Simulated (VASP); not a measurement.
# ZrTa3 (I4/mmm) in VASP: a series of runs, part 2 of 2

VASP 6.6.1. The steps go on from the part before.

### Step 3. Relaxation of cell and atoms, PBE

This run uses another cell than the first one, of 16.64 Å³/atom.

INCAR

```
PREC     = Accurate       # precision mode
ENCUT    = 600            # plane-wave cutoff, eV
EDIFF    = 1E-6           # SCF threshold, eV
ISMEAR   = 0              # smearing method
SIGMA    = 0.1            # smearing width, eV
LREAL    = False          # projectors in reciprocal space
LASPH    = True           # aspherical terms in the spheres
NELM     = 100            # most SCF steps
ALGO     = Normal         # electronic algorithm
ISIF     = 3              # what is computed and relaxed
LWAVE    = False          # write WAVECAR
LCHARG   = False          # write CHGCAR
GGA      = PE             # functional
IBRION   = 2              # ionic algorithm
NSW      = 90             # ionic steps
EDIFFG   = -0.04          # ionic threshold
```

KPOINTS

```
regular mesh
0
Gamma
  6 6 6
```

POSCAR

```
ZrTa3
1.0
   -1.9530216240      1.9530216240      4.3625937576
    1.9530216240     -1.9530216240      4.3625937576
    1.9530216240      1.9530216240     -4.3625937576
Zr Ta
1 3
Direct
    0.0000000000      0.0000000000      0.0000000000
    0.5000000000      0.5000000000      0.0000000000
    0.2500000000      0.7500000000      0.5000000000
    0.7500000000      0.2500000000      0.5000000000
```

Potentials or basis: VASP PAW PBE potentials, release 64 (Zr_sv, Ta_pv).

Run with:

```sh
> cat potpaw_PBE.64/Zr_sv/POTCAR potpaw_PBE.64/Ta_pv/POTCAR > POTCAR
> mpirun -np 1 vasp_std > vasp.out
```

OUTCAR:

```text
PREC = Accurate
   ENCUT = 600
   EDIFF = 1E-6
   ISMEAR = 0
   LREAL = False
   LASPH = True
   NELM = 100
   ISIF = 3
   GGA = PE
   IBRION = 2
   NSW = 90
   EDIFFG = -0.04

 ion  position               nearest neighbor table
   1  0.000  0.000  0.000-   2 2.76   2 2.76   2 2.76   2 2.76   4 2.93   3 2.93   4 2.93   3 2.93
                             4 2.93   4 2.93   3 2.93   3 2.93
   2  0.500  0.500  0.000-   1 2.76   1 2.76   1 2.76   1 2.76   4 2.93   3 2.93   4 2.93   3 2.93
                             3 2.93   3 2.93   4 2.93   4 2.93
   3  0.250  0.750  0.500-   4 2.76   4 2.76   4 2.76   4 2.76   2 2.93   1 2.93   2 2.93   1 2.93
                             1 2.93   1 2.93   2 2.93   2 2.93
   4  0.750  0.250  0.500-   3 2.76   3 2.76   3 2.76   3 2.76   2 2.93   1 2.93   2 2.93   1 2.93
                             2 2.93   2 2.93   1 2.93   1 2.93

  LATTYP: Found a body centered tetragonal cell.
 ALAT       =     3.9060432480
 C/A-ratio  =     2.2337662338

  Lattice vectors:

 A1 = (  -1.9530216240,   1.9530216240,   4.3625937576)
 A2 = (   1.9530216240,  -1.9530216240,   4.3625937576)
 A3 = (   1.9530216240,   1.9530216240,  -4.3625937576)

Analysis of symmetry for initial positions (statically):
=====================================================================
 Subroutine PRICEL returns:
 Original cell was already a primitive cell.

 Routine SETGRP: Setting up the symmetry group for a
 body centered tetragonal supercell.

 Subroutine GETGRP returns: Found 16 space group operations
 (whereof 16 operations were pure point group operations)
 out of a pool of 16 trial point group operations.

The static configuration has the point symmetry D_4h.

Analysis of symmetry for dynamics (positions and initial velocities):
=====================================================================
 Subroutine PRICEL returns:
 Original cell was already a primitive cell.

[... 154 lines left out ...]

 Free energy of the ion-electron system (eV)
  ---------------------------------------------------
  ext. energy  EPLUGINS =         0.00000000
  ---------------------------------------------------
  free energy    TOTEN  =       -41.89150599 eV

  energy without entropy =      -41.87833339  energy(sigma->0) =      -41.88491969

------------------------ aborting loop because EDIFF is reached ----------------------------------------

  FORCE on cell =-STRESS in cart. coord.  units (eV):
  Direction    XX          YY          ZZ          XY          YZ          ZX
  --------------------------------------------------------------------------------------
  -------------------------------------------------------------------------------------
  Total       12.7597291     12.7597291     17.7939573      0.0000000      0.0000000      0.0000000
  in kB      307.1377280    307.1377280    428.3159608      0.0000000      0.0000000      0.0000000
  external PRESSURE =     347.5304723 kB  Pullay stress =       0.0000000 kB
[... 95 lines left out ...]
  FREE ENERGIE OF THE ION-ELECTRON SYSTEM (eV)
  ---------------------------------------------------
  free  energy   TOTEN  =       -43.0203859834 eV

  energy  without entropy=      -42.9887141112  energy(sigma->0) =      -43.00455005

[... ionic steps 4 to 7 ...]

--------------------------------------- Ionic step        8  -------------------------------------------

 number of electron      44.9999998 magnetization

------------------------ aborting loop because EDIFF is reached ----------------------------------------
[... 71 lines left out ...]
--------------------------------------- Ionic step       10  -------------------------------------------

 number of electron      44.9999999 magnetization

 Free energy of the ion-electron system (eV)
  ---------------------------------------------------
  ext. energy  EPLUGINS =         0.00000000
  ---------------------------------------------------
  free energy    TOTEN  =       -43.07503648 eV

  energy without entropy =      -43.05259912  energy(sigma->0) =      -43.06381780

 E-fermi :   6.5001     XC(G=0): -12.1299

 val. band max:        6.4967747831   @ k =   0.5000   0.5000   0.5000
 cond. band min:       6.5133457898   @ k =  -0.3333   0.3333   0.1667
 fundamental gap:      0.0165710067
 Fermi energy:         6.5000816021

 k-point     1 :       0.0000    0.0000    0.0000
  band No.  band energies     occupation
      1     -41.3901      2.00000
      2     -27.8111      2.00000
      3     -27.8111      2.00000
      4     -27.7419      2.00000
      5     -27.5509      2.00000
      6     -27.5509      2.00000
[... 709 lines left out ...]
     26       8.4214      0.00000
     27       8.9576      0.00000

 [... further k-points ...]

------------------------ aborting loop because EDIFF is reached ----------------------------------------

  FORCE on cell =-STRESS in cart. coord.  units (eV):
  Direction    XX          YY          ZZ          XY          YZ          ZX
  --------------------------------------------------------------------------------------
  -------------------------------------------------------------------------------------
  Total        0.0119193      0.0119193     -0.0030386      0.0000000      0.0000000      0.0000000
  in kB        0.2447515      0.2447515     -0.0623938      0.0000000      0.0000000      0.0000000
  external PRESSURE =       0.1423697 kB  Pullay stress =       0.0000000 kB
[... 19 lines left out ...]
  FREE ENERGIE OF THE ION-ELECTRON SYSTEM (eV)
  ---------------------------------------------------
  free  energy   TOTEN  =       -43.0750364785 eV

  energy  without entropy=      -43.0525991220  energy(sigma->0) =      -43.06381780

 reached required accuracy - stopping structural energy minimisation
```

Wall time 19 min (1 thread of Intel Xeon 8259CL, shared host); peak memory 0.31 GiB.

What came out:

| Quantity | Value |
| --- | --- |
| Free energy | -43.0750 eV |
| Relaxed volume | 19.51 Å³/atom |
| Relaxed cell | a = 5.585 Å, b = 5.585 Å, c = 5.585 Å, α = 137.70°, β = 137.70°, γ = 61.36° |
| Space group after relaxing (to 0.1 Å) | I4/mmm (No. 139) |
| Pressure after relaxing | 0.0 GPa |
| Band gap on the k mesh | zero (an odd number of electrons rules out a gap without spin polarisation) |

Final structure:
```xyz
4
Lattice="-2.0151 2.0151 4.8037 2.0151 -2.0151 4.8037 2.0151 2.0151 -4.8037" Properties=species:S:1:pos:R:3 pbc="T T T"
Zr    0.0000    0.0000    0.0000
Ta    0.0000    0.0000    4.8037
Ta    2.0151    0.0000    2.4018
Ta    0.0000    2.0151    2.4018
```

Levels at points of the mesh, in eV from the Fermi level:
```
           k point  band 20  band 21  band 22  band 23  band 24  band 25  band 26  band 27
(0.00, 0.00, 0.00)    -0.76    -0.64    -0.64    -0.59     1.36     1.60     1.76     1.76
(0.50, 0.00, 0.00)    -0.94    -0.65    -0.18    -0.17     0.48     0.87     1.93     2.05
(0.50, 0.50, 0.00)    -0.64    -0.56    -0.48    -0.28     0.96     1.31     1.66     1.67
(0.50, 0.50, 0.50)    -1.96    -1.64    -0.25     0.00     3.23     3.23     3.58     3.58
```

Caveat: the volume moved by over 15 % at a fixed basis, so the end points are rough; spin-orbit coupling is left out, which moves the levels of the heavy elements.
